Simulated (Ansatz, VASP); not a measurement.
**Ta2BeP4: VASP beside Ansatz**

```
Ta Be P
1.0
     4.12158    0.00000    0.00000
     0.00000    4.12158    0.00000
     0.00000    0.00000    5.82880
Ta Be P
2 1 4
Direct
  0.50000 0.50000 0.00000
  0.00000 0.00000 0.50000
  0.00000 0.00000 0.00000
  0.50000 0.00000 0.25000
  0.00000 0.50000 0.25000
  0.50000 0.00000 0.75000
  0.00000 0.50000 0.75000
```

Change from the starting cell: ordered mixture with vacancies on the cation sites of caesium chloride (P4/mmm, No. 123).

Alike in both runs: task relaxation of cell and atoms; functional PBE; k mesh 4 × 4 × 4; occupations gaussian, width 0.1 eV; no spin polarisation.

|  | VASP | Ansatz |
| --- | --- | --- |
| version | VASP 6.6.1 | Ansatz 0.2.0 |
| potentials or method | VASP PAW PBE potentials, release 64 (Ta_pv, Be, P), cutoff 600 eV | scalar-relativistic, plane waves, PAW |
| valence electrons in the cell | 44 | 48 |

```tsv
	VASP	Ansatz	Ansatz less VASP
gap on the k mesh at the Fermi level, each at its own relaxed structure (eV)	none	none	-
relaxed volume (Å³/atom)	14.59	14.59	+0.002
relaxed cell length with the largest relative difference (Å)	7.430	7.434	+0.0041
```

A gap of «none» marks a metal or a gap that the smearing closes. VASP's potentials hold 44 valence electrons a cell and Ansatz's 48, so a difference there can come from the potentials and not from the codes.

The k mesh is coarse, so the values compare programs but aren't converged. Neither program's run includes spin-orbit coupling.
